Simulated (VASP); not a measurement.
Wanted: the native input for a VASP 6.6.1 run.

* Task: relaxation of cell and atoms
* Functional: PBE
* Potentials or basis: VASP PAW PBE potentials, release 64 (Zr_sv, B)
* Cutoff: 600 eV
* k mesh: 10 × 10 × 8
* Occupations: fermi-dirac, width 0.1 eV
* Spin: no spin polarisation
* Dipole correction: no
* Further INCAR settings: ALGO = Normal; EDIFF = 1e-06; IBRION = 2; EDIFFG = -0.005; NSW = 80; ISIF = 3

The structure of ZrB2 lies in POSCAR:

```
ZrB2
1.0
    3.1700000000      0.0000000000      0.0000000000
   -1.5850000000      2.7453005300      0.0000000000
    0.0000000000      0.0000000000      3.5330000000
Zr B
1 2
Direct
    0.0000000000      0.0000000000      0.0000000000
    0.3333333333      0.6666666667      0.5000000000
    0.6666666667      0.3333333333      0.5000000000
```

One way to write it, as run:

INCAR

```
  ALGO = Normal
  EDIFF = 1E-6
  EDIFFG = -0.005
  ENCUT = 600
  GGA = PE
  IBRION = 2
  ISIF = 3
  ISMEAR = -1
  LASPH = T
  LCHARG = F
  LREAL = F
  LWAVE = F
  NELM = 100
  NSW = 80
  PREC = Accurate
  SIGMA = 0.1
```

KPOINTS

```
k-points
0
Gamma
  10 10 8
```

Potentials or basis: VASP PAW PBE potentials, release 64 (Zr_sv, B).

Command:

```console
$ cat potpaw_PBE.64/Zr_sv/POTCAR potpaw_PBE.64/B/POTCAR > POTCAR
$ mpirun -np 1 vasp_std > vasp.out
```

It gave:

* Relaxed volume: 10.29 Å³/atom
* Relaxed cell: a = 3.171 Å, b = 3.171 Å, c = 3.546 Å, α = 90.00°, β = 90.00°, γ = 120.00°
* Space group after relaxing (to 0.05 Å): P6/mmm (No. 191)
* Energy gained by relaxing: 0.2 meV/atom
* Ionic steps: 4
* Pressure after relaxing: 0.0 GPa
* Band gap on the k mesh: zero (band 9 reaches 11.08 eV, above the bottom of band 10 at 10.25 eV)

Wall time 39 s on 1 thread of AMD EPYC 9R45 96-Core Processor (Zen 5), on a shared host, peak memory 0.16 GiB.
